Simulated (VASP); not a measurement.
A run of VASP 6.6.1:

INCAR

```
PREC = Accurate
ENCUT = 520
EDIFF = 1E-6
ISMEAR = 0
SIGMA = 0.15
LREAL = F
LASPH = T
NELM = 60
ALGO = Fast
ISIF = 2
LWAVE = F
LCHARG = T
GGA = PS
LELF = T
LVHAR = T
NBANDS = 12
```

File KPOINTS:

```
Automatic mesh
0
Gamma
  22 22 22
```

POSCAR

```
Ti
1.0
   -1.3991469203      1.3991469203      1.8866097074
    1.3991469203     -1.3991469203      1.8866097074
    1.3991469203      1.3991469203     -1.8866097074
Ti
1
Direct
    0.0000000000      0.0000000000      0.0000000000
```

Potentials or basis: VASP PAW PBE potentials, release 64 (Ti_sv).

Launch:

```sh
$ cat potpaw_PBE.64/Ti_sv/POTCAR > POTCAR
$ mpirun -np 1 vasp_std > vasp.out
```

Hardware: 1 thread of Intel(R) Xeon(R) Platinum 8559C (Emerald Rapids), with other jobs on the host.

Estimate the wall time of this run.

Wall time 110 s on 1 thread of Intel(R) Xeon(R) Platinum 8559C (Emerald Rapids) (shared host), peak memory 0.25 GiB. Counts: scf iterations 20, k points 834.
